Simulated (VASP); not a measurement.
# Ni (Fm-3m) in VASP: notebook, part 2 of 2

VASP 6.6.1. The steps go on from the part before.

## 4. Single point, RPBE, collinear spin, ferromagnetic start

This run uses another cell than the first one, of 11.22 Å³/atom, 0.897 times its volume.

The input, INCAR:

```
ALGO = Normal
EDIFF = 1E-6
ENCUT = 520
GGA = RP
ISIF = 2
ISMEAR = -1
ISPIN = 2
LASPH = True
LCHARG = False
LMAXMIX = 4
LORBIT = 11
LREAL = False
LWAVE = False
MAGMOM = 0.8
NBANDS = 15
NELM = 150
PREC = Accurate
SIGMA = 0.05
```

The input, KPOINTS:

```
k-points
0
Gamma
  15 15 15
```

The input, POSCAR:

```
Ni
1.0
    0.0000000000      1.7766623063      1.7766623063
    1.7766623063      0.0000000000      1.7766623063
    1.7766623063      1.7766623063      0.0000000000
Ni
1
Direct
    0.0000000000      0.0000000000      0.0000000000
```

Potentials or basis: VASP PAW PBE potentials, release 64 (Ni).

Launch:

```
> cat potpaw_PBE.64/Ni/POTCAR > POTCAR
> mpirun -np 1 vasp_std > vasp.out
```

OUTCAR:

```text
EDIFF = 1E-6
   ENCUT = 520
   GGA = RP
   ISIF = 2
   ISMEAR = -1
   ISPIN = 2
   LASPH = True
   LORBIT = 11
   LREAL = False
   NELM = 150
   PREC = Accurate

 ion  position               nearest neighbor table
   1  0.000  0.000  0.000-

  LATTYP: Found a face centered cubic cell.
 ALAT       =     3.5533246126

  Lattice vectors:

 A1 = (   0.0000000000,   1.7766623063,   1.7766623063)
 A2 = (   1.7766623063,   0.0000000000,   1.7766623063)
 A3 = (   1.7766623063,   1.7766623063,   0.0000000000)

Analysis of symmetry for initial positions (statically):
=====================================================================
 Subroutine PRICEL returns:
 Original cell was already a primitive cell.

 Routine SETGRP: Setting up the symmetry group for a
 face centered cubic supercell.

 Subroutine GETGRP returns: Found 48 space group operations
 (whereof 48 operations were pure point group operations)
 out of a pool of 48 trial point group operations.

The static configuration has the point symmetry O_h .

Analysis of symmetry for dynamics (positions and initial velocities):
=====================================================================
 Subroutine PRICEL returns:
 Original cell was already a primitive cell.

 Routine SETGRP: Setting up the symmetry group for a
 face centered cubic supercell.

 Subroutine GETGRP returns: Found 48 space group operations
 (whereof 48 operations were pure point group operations)
 out of a pool of 48 trial point group operations.

The dynamic configuration has the point symmetry O_h .

Analysis of structural, dynamic, and magnetic symmetry:
=====================================================================
 Subroutine PRICEL returns:
 Original cell was already a primitive cell.

 Routine SETGRP: Setting up the symmetry group for a
 face centered cubic supercell.

 Subroutine GETGRP returns: Found 48 space group operations
 (whereof 48 operations were pure point group operations)
 out of a pool of 48 trial point group operations.

The overall configuration has the point symmetry O_h .

 Subroutine INISYM returns: Found 48 space group operations
 (whereof 48 operations are pure point group operations),
 and found     1 'primitive' translations

----------------------------------------------------------------------------------------

                                     Primitive cell

  volume of cell :      11.2162

  direct lattice vectors                    reciprocal lattice vectors
     0.000000000  1.776662306  1.776662306    -0.281426582  0.281426582  0.281426582
     1.776662306  0.000000000  1.776662306     0.281426582 -0.281426582  0.281426582
     1.776662306  1.776662306  0.000000000     0.281426582  0.281426582 -0.281426582

  length of vectors
     2.512579929  2.512579929  2.512579929     0.487445138  0.487445138  0.487445138

  position of ions in fractional coordinates (direct lattice)
     0.000000000  0.000000000  0.000000000

  ion indices of the primitive-cell ions
   primitive index   ion index
                 1           1

----------------------------------------------------------------------------------------

 KPOINTS: k-points

Automatic generation of k-mesh.
 Grid dimensions read from file:
 generate k-points for:   15   15   15

[... 70 lines left out ...]
   ISYM   =      2    0-nonsym 1-usesym 2-fastsym
   POTIM  = 0.5000    time-step for ionic-motion
   TEBEG  =    0.0;   TEEND  =   0.0 temperature during run
   PSTRESS=    0.0 pullay stress
   NELECT =      10.0000    total number of electrons
   NUPDOWN=      -1.0000    fix difference up-down
   EMIN   =  10.00;   EMAX   =-10.00  energy-range for DOS
   EFERMI =   0.00;   METHOD = LEGACY
   ISMEAR =    -1;   SIGMA  =   0.05  broadening in eV -4-tet -1-fermi 0-gaus
   EFERMI_NEDOS =   21; number of points for ismear=-14 and -15
   IALGO  =     38    algorithm
   IMIX   =      4    mixing-type and parameters
     AMIX     =   0.40;   BMIX     =  1.00
     AMIX_MAG =   1.60;   BMIX_MAG =  1.00
  volume/ion in A,a.u.               =      11.22        75.69
  Fermi-wavevector in a.u.,A,eV,Ry     =   1.575651  2.977548 33.778845  2.482675
  Thomas-Fermi vector in A             =   2.676602
   LORBIT       =     11    0 simple, 1 ext, 2 COOP (PROOUT), +10 PAW based schemes
   GGA     = RP    functional components
   LHFCALC =     F    Hartree Fock is set to
   AEXX    =    0.0000 exact exchange contribution
   IVDW    =     0    specifies the selected vdW correction
   LEPSILON=     F    determine dielectric tensor
   LRPA    =     F    only Hartree local field effects (RPA)
 spin polarized calculation
  energy-cutoff  :      520.00
  volume of cell :       11.22
 maximum number of plane-waves:       318
   NGX =  9   NGY =  9   NGZ =  9

 number of electron      10.0000006 magnetization       0.6499746

 Free energy of the ion-electron system (eV)
  ---------------------------------------------------
  ext. energy  EPLUGINS =         0.00000000
  ---------------------------------------------------
  free energy    TOTEN  =        -4.96170603 eV

  energy without entropy =       -4.94766196  energy(sigma->0) =       -4.95468399

 E-fermi :   9.1080     XC(G=0): -12.9529

 val. band max:        9.1047500933   @ k =  -0.4000   0.2000   0.0000
 cond. band min:       9.1103143244   @ k =  -0.4667   0.4667   0.0000
 fundamental gap:      0.0055642312
 Fermi energy:         9.1079883919

 spin component 1

 k-point     1 :       0.0000    0.0000    0.0000
  band No.  band energies     occupation
      1       0.3226      1.00000
      2       6.7162      1.00000
      3       6.7162      1.00000
      4       6.7162      1.00000
      5       7.8486      1.00000
      6       7.8486      1.00000
      7      32.5316      0.00000
      8      36.2242      0.00000
      9      36.2242      0.00000
     10      36.2242      0.00000
     11      39.0538      0.00000
     12      39.0538      0.00000
     13      39.0538      0.00000
     14      41.9999      0.00000
[... 403 lines left out ...]
      4       7.0790      1.00000
      5       7.5211      1.00000
      6       8.0130      1.00000
      7      28.4307      0.00000
      8      30.9454      0.00000
      9      31.4485      0.00000
     10      33.6897      0.00000
     11      37.8414      0.00000
     12      42.4483      0.00000
     13      44.1811      0.00000
     14      44.7471      0.00000
     15      49.3337      0.00000

 [... further k-points ...]

 spin component 2

 k-point     1 :       0.0000    0.0000    0.0000
  band No.  band energies     occupation
      1       0.2545      1.00000
      2       7.5220      1.00000
      3       7.5220      1.00000
      4       7.5220      1.00000
      5       8.4610      1.00000
      6       8.4610      1.00000
      7      32.3179      0.00000
      8      36.1771      0.00000
      9      36.1771      0.00000
     10      36.1771      0.00000
     11      39.1188      0.00000
     12      39.1188      0.00000
     13      39.1188      0.00000
     14      41.8469      0.00000
[... 403 lines left out ...]
      4       7.8904      1.00000
      5       8.1464      1.00000
      6       8.6417      0.99991
      7      28.4702      0.00000
      8      31.0003      0.00000
      9      31.3786      0.00000
     10      33.6248      0.00000
     11      38.0390      0.00000
     12      42.3882      0.00000
     13      44.0750      0.00000
     14      44.6579      0.00000
     15      49.4227      0.00000

 [... further k-points ...]

------------------------ aborting loop because EDIFF is reached ----------------------------------------

  FORCE on cell =-STRESS in cart. coord.  units (eV):
  Direction    XX          YY          ZZ          XY          YZ          ZX
  --------------------------------------------------------------------------------------
  -------------------------------------------------------------------------------------
  Total        0.0205373      0.0205373      0.0205373      0.0000000      0.0000000      0.0000000
  in kB        2.9336502      2.9336502      2.9336502      0.0000000      0.0000000      0.0000000
  external PRESSURE =       2.9336502 kB  Pullay stress =       0.0000000 kB

 VOLUME and BASIS-vectors are now :
 -----------------------------------------------------------------------------
  energy-cutoff  :      520.00
  volume of cell :       11.22
      direct lattice vectors                 reciprocal lattice vectors
     0.000000000  1.776662306  1.776662306    -0.281426582  0.281426582  0.281426582
     1.776662306  0.000000000  1.776662306     0.281426582 -0.281426582  0.281426582
     1.776662306  1.776662306  0.000000000     0.281426582  0.281426582 -0.281426582

 POSITION                                       TOTAL-FORCE (eV/Angst)
 -----------------------------------------------------------------------------------
      0.00000      0.00000      0.00000        -0.000000      0.000000     -0.000000
 -----------------------------------------------------------------------------------
    total drift:                               -0.000000     -0.000000     -0.000000

  FREE ENERGIE OF THE ION-ELECTRON SYSTEM (eV)
  ---------------------------------------------------
  free  energy   TOTEN  =        -4.9617060263 eV

  energy  without entropy=       -4.9476619570  energy(sigma->0) =       -4.95468399

 total charge

# of ion       s       p       d       tot
------------------------------------------
    1        0.484   0.471   8.295   9.250

 magnetization (x)

# of ion       s       p       d       tot
------------------------------------------
    1       -0.007  -0.027   0.701   0.667
```

OSZICAR:

```text
N       E                     dE             d eps       ncg     rms          rms(c)
DAV:   1     0.338299219690E+02    0.33830E+02   -0.42820E+03  7657   0.859E+02
DAV:   2    -0.440988100912E+01   -0.38240E+02   -0.35393E+02  8236   0.162E+02
DAV:   3    -0.587716190334E+01   -0.14673E+01   -0.14552E+01  8656   0.311E+01
DAV:   4    -0.588644444442E+01   -0.92825E-02   -0.92810E-02  8941   0.237E+00
DAV:   5    -0.588656338295E+01   -0.11894E-03   -0.11894E-03  8812   0.242E-01    0.930E+00
DAV:   6    -0.529139357246E+01    0.59517E+00   -0.12720E+01 10378   0.386E+01    0.598E+00
DAV:   7    -0.497663448971E+01    0.31476E+00   -0.22503E+00  9819   0.148E+01    0.192E+00
DAV:   8    -0.496409205145E+01    0.12542E-01   -0.23882E-02  8830   0.108E+00    0.956E-01
DAV:   9    -0.496197689940E+01    0.21152E-02   -0.21673E-03 11379   0.318E-01    0.241E-01
DAV:  10    -0.496170561861E+01    0.27128E-03   -0.41058E-04 11654   0.110E-01    0.391E-02
DAV:  11    -0.496170590701E+01   -0.28841E-06   -0.57806E-05 10592   0.589E-02    0.350E-02
DAV:  12    -0.496170602630E+01   -0.11929E-06   -0.15747E-06  8772   0.996E-03
   1 F= -.49617060E+01 E0= -.49546840E+01  d E =-.140441E-01  mag=     0.6507
```

Wall time 27 s (1 thread of AMD EPYC 9R45 (Zen 5), shared host); peak memory 0.12 GiB.

What came out:

```
Free energy                                           : -4.9617 eV
Pressure                                              : 0.3 GPa
Net moment                                            : 0.65 μB per cell
Site moments                                          : Ni +0.67 μB
Valence electrons inside the program's atomic spheres : Ni 9.25
```

Caveat: the PAW data sets were made with another functional, which shifts forces and pressure a little.

## 5. Relaxation of cell and atoms, RPBE, collinear spin, ferromagnetic start

This run uses another cell than the first one, of 10.94 Å³/atom, 0.875 times its volume.

The input, INCAR:

```
ALGO = Normal
EDIFF = 1E-7
EDIFFG = -0.01
ENCUT = 600
GGA = RP
IBRION = 2
ISIF = 3
ISMEAR = -1
ISPIN = 2
LASPH = T
LCHARG = F
LMAXMIX = 4
LORBIT = 11
LREAL = F
LWAVE = F
MAGMOM = 0.8
NELM = 150
NSW = 80
PREC = Accurate
SIGMA = 0.05
```

KPOINTS is that of step 4.

The input, POSCAR:

```
Ni
1.0
    0.0000000000      1.7619400000      1.7619400000
    1.7619400000      0.0000000000      1.7619400000
    1.7619400000      1.7619400000      0.0000000000
Ni
1
Direct
    0.0000000000      0.0000000000      0.0000000000
```

Launch:

```
> cat potpaw_PBE.64/Ni/POTCAR > POTCAR
> mpirun -np 1 vasp_std > vasp.out
```

Run time: 44 s. Hardware: 1 thread of AMD EPYC 9R45 (Zen 5), shared host; peak memory 0.12 GiB.

Results (log left out):

```yaml
Free_energy: -4.9610 eV
Relaxed_volume: 11.22 Å³/atom
Relaxed_cell: a = 2.513 Å, b = 2.513 Å, c = 2.513 Å, α = 60.00°, β = 60.00°, γ = 60.00°
Space_group_after_relaxing_to_0.05_Å: Fm-3m (No. 225)
Energy_gained_by_relaxing: 4.1 meV/atom
Ionic_steps: 3
Pressure_after_relaxing: 0.0 GPa
Net_moment: 0.65 μB per cell
Site_moments: Ni +0.67 μB
Valence_electrons_inside_the_program's_atomic_spheres: Ni 9.25
```

The path:
| step | energy change (eV) | largest force (eV/Å) | pressure (GPa) | volume (Å³) |
| --- | --- | --- | --- | --- |
| 1 | 0.0000 | 0.0000 | 4.84 | 10.94 |
| 2 | -0.0012 | 0.0000 | -3.65 | 11.47 |
| 3 | -0.0041 | 0.0000 | 0.02 | 11.22 |

Final structure:
```cif
data_structure
_symmetry_space_group_name_H-M 'P 1'
_symmetry_Int_Tables_number 1
_cell_length_a 2.5131
_cell_length_b 2.5131
_cell_length_c 2.5131
_cell_angle_alpha 60.000
_cell_angle_beta 60.000
_cell_angle_gamma 60.000
_cell_volume 11.22
loop_
_atom_site_label
_atom_site_type_symbol
_atom_site_fract_x
_atom_site_fract_y
_atom_site_fract_z
_atom_site_occupancy
Ni1 Ni 0.00000 0.00000 0.00000 1
```

Levels at points of the mesh, in eV from the Fermi level:
Spin up:
```csv
k point,band 1,band 2,band 3,band 4,band 5,band 6,band 7,band 8,band 9
"(0.00, 0.00, 0.00)",-8.78,-2.39,-2.39,-2.39,-1.26,-1.26,23.42,27.11,27.11
```
Spin down:
```csv
k point,band 1,band 2,band 3,band 4,band 5,band 6,band 7,band 8,band 9
"(0.00, 0.00, 0.00)",-8.85,-1.58,-1.58,-1.58,-0.65,-0.65,23.20,27.06,27.06
```

Caveat: the PAW data sets were made with another functional, which shifts forces and pressure a little.

## 6. The runs side by side

```tsv
task	spin	cell	k mesh	cutoff (eV)	smearing	gap on the mesh (eV)	pressure (GPa)	moment (μB)
single point	off	a = 2.606 Å, angles 60.0°, 1 atom	25 × 25 × 25	520	fermi-dirac 0.1 eV	none	-15.1	-
single point	non-collinear, zero start, SOC	a = 2.509 Å, angles 60.0°, 1 atom	15 × 15 × 15	520	fermi-dirac 0.1 eV	-	0.3	0.00
single point	collinear, ferromagnetic start	a = 2.513 Å, angles 60.0°, 1 atom	15 × 15 × 15	520	fermi-dirac 0.05 eV	none	0.3	0.65
relaxation of cell and atoms	collinear, ferromagnetic start	relaxed from a = 2.492 Å, angles 60.0°, 1 atom	15 × 15 × 15	600	fermi-dirac 0.05 eV	none	0.0	0.65
```

Alike in all rows: level RPBE; potentials or basis VASP PAW PBE potentials, release 64 (Ni).

Caveats: the PAW data sets were made with another functional, which shifts forces and pressure a little.

Absolute energies hang on the potentials; compare differences alone.
